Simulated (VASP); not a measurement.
# Ti3Al (Fm-3m) in VASP: a series of runs, part 2 of 2

VASP 6.6.1.

### Step 3. Single point, PBEsol

This run uses another cell than the first one, of 16.20 Å³/atom, 1.021 times its volume.

INCAR reads:

```
SYSTEM = Ti3Al
ALGO = Normal
EDIFF = 1E-6
ENCUT = 520
GGA = PS
ISIF = 2
ISMEAR = 1
LASPH = .TRUE.
LCHARG = .FALSE.
LREAL = .FALSE.
LWAVE = .FALSE.
NBANDS = 28
NELM = 60
PREC = Accurate
SIGMA = 0.15
```

KPOINTS reads:

```
k-points
0
G
  6 6 6
  0 0 0
```

POSCAR reads:

```
Ti3Al
1.0
    0.0000000000      3.1881029295      3.1881029295
    3.1881029295      0.0000000000      3.1881029295
    3.1881029295      3.1881029295      0.0000000000
Ti Al
3 1
Direct
    0.7500000000      0.7500000000      0.7500000000
    0.2500000000      0.2500000000      0.2500000000
    0.0000000000      0.0000000000      0.0000000000
    0.5000000000      0.5000000000      0.5000000000
```

Potentials or basis: VASP PAW PBE potentials, release 64 (Ti_sv, Al).

Run with:

```
cat potpaw_PBE.64/Ti_sv/POTCAR potpaw_PBE.64/Al/POTCAR > POTCAR
mpirun -np 1 vasp_std > vasp.out
```

OUTCAR:

```text
SYSTEM = Ti3Al
   EDIFF = 1E-6
   ENCUT = 520
   GGA = PS
   ISIF = 2
   ISMEAR = 1
   LASPH = .TRUE.
   LREAL = .FALSE.
   NELM = 60
   PREC = Accurate

 ion  position               nearest neighbor table
   1  0.750  0.750  0.750-   3 2.76   4 2.76   4 2.76   4 2.76   4 2.76   3 2.76   3 2.76   3 2.76

   2  0.250  0.250  0.250-   3 2.76   4 2.76   3 2.76   3 2.76   3 2.76   4 2.76   4 2.76   4 2.76

   3  0.000  0.000  0.000-   1 2.76   2 2.76   1 2.76   1 2.76   1 2.76   2 2.76   2 2.76   2 2.76

   4  0.500  0.500  0.500-   1 2.76   2 2.76   2 2.76   2 2.76   2 2.76   1 2.76   1 2.76   1 2.76

  LATTYP: Found a face centered cubic cell.
 ALAT       =     6.3762058590

  Lattice vectors:

 A1 = (   0.0000000000,   3.1881029295,   3.1881029295)
 A2 = (   3.1881029295,   0.0000000000,   3.1881029295)
 A3 = (   3.1881029295,   3.1881029295,   0.0000000000)

Analysis of symmetry for initial positions (statically):
[... 165 lines left out ...]
  free energy    TOTEN  =       -29.69113386 eV

  energy without entropy =      -29.68989065  energy(sigma->0) =      -29.69071946

 E-fermi :   8.3895     XC(G=0): -11.5614

 val. band max:        8.3755795985   @ k =   0.3333   0.1667   0.0000
 cond. band min:       8.4190940338   @ k =  -0.3333   0.5000   0.1667
 fundamental gap:      0.0435144353
 Fermi energy:         8.3895418197

 k-point     1 :       0.0000    0.0000    0.0000
  band No.  band energies     occupation
      1     -47.8915      2.00000
      2     -47.8078      2.00000
      3     -47.5826      2.00000
      4     -24.2931      2.00000
      5     -24.2931      2.00000
      6     -24.2931      2.00000
[... 485 lines left out ...]
     27      11.0757     -0.00000
     28      11.2994     -0.00000

------------------------ aborting loop because EDIFF is reached ----------------------------------------

  FORCE on cell =-STRESS in cart. coord.  units (eV):
  Direction    XX          YY          ZZ          XY          YZ          ZX
  --------------------------------------------------------------------------------------
  -------------------------------------------------------------------------------------
  Total       -0.2494151     -0.2494151     -0.2494151      0.0000000      0.0000000     -0.0000000
  in kB       -6.1660405     -6.1660405     -6.1660405      0.0000000      0.0000000     -0.0000000
  external PRESSURE =      -6.1660405 kB  Pullay stress =       0.0000000 kB

 VOLUME and BASIS-vectors are now :
 -----------------------------------------------------------------------------
  energy-cutoff  :      520.00
  volume of cell :       64.81
      direct lattice vectors                 reciprocal lattice vectors
     0.000000000  3.188102929  3.188102929    -0.156833079  0.156833079  0.156833079
     3.188102929  0.000000000  3.188102929     0.156833079 -0.156833079  0.156833079
     3.188102929  3.188102929  0.000000000     0.156833079  0.156833079 -0.156833079

 POSITION                                       TOTAL-FORCE (eV/Angst)
 -----------------------------------------------------------------------------------
      4.78215      4.78215      4.78215        -0.000000      0.000000     -0.000000
      1.59405      1.59405      1.59405         0.000000      0.000000      0.000000
      0.00000      0.00000      0.00000         0.000000     -0.000000      0.000000
      3.18810      3.18810      3.18810         0.000000     -0.000000      0.000000
 -----------------------------------------------------------------------------------
    total drift:                                0.000000      0.000000      0.000000

  FREE ENERGIE OF THE ION-ELECTRON SYSTEM (eV)
  ---------------------------------------------------
  free  energy   TOTEN  =       -29.6911338621 eV

  energy  without entropy=      -29.6898906522  energy(sigma->0) =      -29.69071946
```

Run time: 59 s. Hardware: 1 thread of AMD EPYC 7R13 (Zen 3), shared host; peak memory 0.17 GiB.

Results:

| Property | Result |
| --- | --- |
| Free energy | -29.6911 eV |
| Pressure | -0.6 GPa |

Levels at points of the mesh, in eV from the Fermi level:
```tsv
k point	band 17	band 18	band 19	band 20	band 21	band 22
(0.00, 0.00, 0.00)	-1.73	-1.73	0.03	0.03	0.03	2.37
(0.50, 0.00, 0.00)	-0.38	-0.32	-0.32	-0.04	-0.04	0.84
(0.50, 0.50, 0.00)	-0.58	-0.58	-0.12	-0.10	-0.10	1.15
```

Caveat: the PAW data sets were made with another functional, which shifts forces and pressure a little.

### Step 4. Single point, PBEsol

This run uses another cell than the first one, of 16.54 Å³/atom, 1.043 times its volume.

INCAR reads:

```
SYSTEM = Ti3Al
  ALGO = Normal
  EDIFF = 1E-6
  ENCUT = 520
  GGA = PS
  ISIF = 2
  ISMEAR = 1
  LASPH = .True.
  LCHARG = .True.
  LELF = .True.
  LREAL = .False.
  LVHAR = .True.
  LWAVE = .False.
  NBANDS = 28
  NELM = 100
  PREC = Accurate
  SIGMA = 0.15
```

KPOINTS reads:

```
k-points
0
Gamma
  6 6 6
  0 0 0
```

POSCAR reads:

```
Ti3Al
1.0
    0.0000000000      3.2100905411      3.2100905411
    3.2100905411      0.0000000000      3.2100905411
    3.2100905411      3.2100905411      0.0000000000
Ti Al
3 1
Direct
    0.7500000000      0.7500000000      0.7500000000
    0.2500000000      0.2500000000      0.2500000000
    0.0000000000      0.0000000000      0.0000000000
    0.5000000000      0.5000000000      0.5000000000
```

Run with:

```
cat potpaw_PBE.64/Ti_sv/POTCAR potpaw_PBE.64/Al/POTCAR > POTCAR
mpirun -np 1 vasp_std > vasp.out
```

It took 68 s on 1 thread of AMD EPYC 7R13 (Zen 3), shared host; peak memory 0.17 GiB.

Results (log left out):

| Property | Result |
| --- | --- |
| Free energy | -29.6766 eV |
| Pressure | -2.9 GPa |

Levels at points of the mesh, in eV from the Fermi level:
| k point | band 15 | band 16 | band 17 | band 18 | band 19 | band 20 | band 21 | band 22 | band 23 | band 24 |
| --- | --- | --- | --- | --- | --- | --- | --- | --- | --- | --- |
| (0.00, 0.00, 0.00) | -1.71 | -1.71 | -1.67 | -1.67 | 0.03 | 0.03 | 0.03 | 2.31 | 2.31 | 2.31 |
| (0.50, 0.00, 0.00) | -1.89 | -1.89 | -0.37 | -0.30 | -0.30 | -0.04 | -0.04 | 0.81 | 1.04 | 1.04 |
| (0.50, 0.50, 0.00) | -2.00 | -1.96 | -0.59 | -0.59 | -0.10 | -0.09 | -0.09 | 1.14 | 1.24 | 1.24 |

Caveat: the PAW data sets were made with another functional, which shifts forces and pressure a little.

### Step 5. The runs side by side

| cell | gap on the mesh (eV) | pressure (GPa) |
| --- | --- | --- |
| a = 4.477 Å, angles 60.0°, 4 atoms | none | 1.9 |
| a = 4.509 Å, angles 60.0°, 4 atoms | none | -0.6 |
| a = 4.540 Å, angles 60.0°, 4 atoms | none | -2.9 |

Alike in all rows: task single point; level PBEsol; potentials or basis VASP PAW PBE potentials, release 64 (Ti_sv, Al); no spin polarisation; k mesh 6 × 6 × 6; cutoff (eV) 520; smearing methfessel-paxton 0.15 eV.

Caveats: the PAW data sets were made with another functional, which shifts forces and pressure a little.

Total energies depend on the potentials used, so only differences within one code and one set of settings carry meaning.
